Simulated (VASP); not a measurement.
Runs of VASP 6.6.1 on CoSi2. The structure is that of space group Fm-3m (No. 225), or close to it. The cells are those of the table. 

```tsv
spin	fixed moment (μB)	cell	gap on the mesh (eV)	pressure (GPa)	moment (μB)
collinear, ferromagnetic start	2.2	a = 3.840 Å, angles 60.0°, 3 atoms	-	9.0	2.20
collinear, ferromagnetic start	1.925	a = 3.632 Å, angles 60.0°, 3 atoms	-	45.6	1.92
off	-	a = 3.936 Å, angles 60.0°, 3 atoms	none	-15.4	-
collinear, ferromagnetic start	1.65	a = 3.840 Å, angles 60.0°, 3 atoms	-	3.6	1.65
collinear, ferromagnetic start	0.825	a = 3.790 Å, angles 60.0°, 3 atoms	-	(b)	0.82
collinear, ferromagnetic start	0.55	a = 3.686 Å, angles 60.0°, 3 atoms	-	18.7	0.55
collinear, ferromagnetic start	0.55	a = 3.632 Å, angles 60.0°, 3 atoms	-	31.1	0.55
off	-	a = 3.686 Å, angles 60.0°, 3 atoms	none	(a)	-
collinear, ferromagnetic start	0.825	a = 3.632 Å, angles 60.0°, 3 atoms	-	32.4	0.82
collinear, ferromagnetic start	1.65	a = 3.686 Å, angles 60.0°, 3 atoms	-	29.6	1.65
collinear, ferromagnetic start	1.375	a = 3.686 Å, angles 60.0°, 3 atoms	-	26.5	1.38
collinear, ferromagnetic start	0.275	a = 3.790 Å, angles 60.0°, 3 atoms	-	0.0	0.28
```

Alike in all rows: task single point; level PBE; potentials or basis VASP PAW PBE potentials, release 64 (Co, Si); k mesh 14 × 14 × 14; cutoff (eV) 520; smearing gaussian 0.15 eV.

Fill in the values left out.

(a) 17.8; (b) 2.4.

Caveats: the total moment is fixed, so each spin has its own Fermi level (at least some runs); the cell stands under pressure (at least some runs); the cell stands under tension (at least some runs).

A gap of «none» marks levels without a gap at the run's occupations.
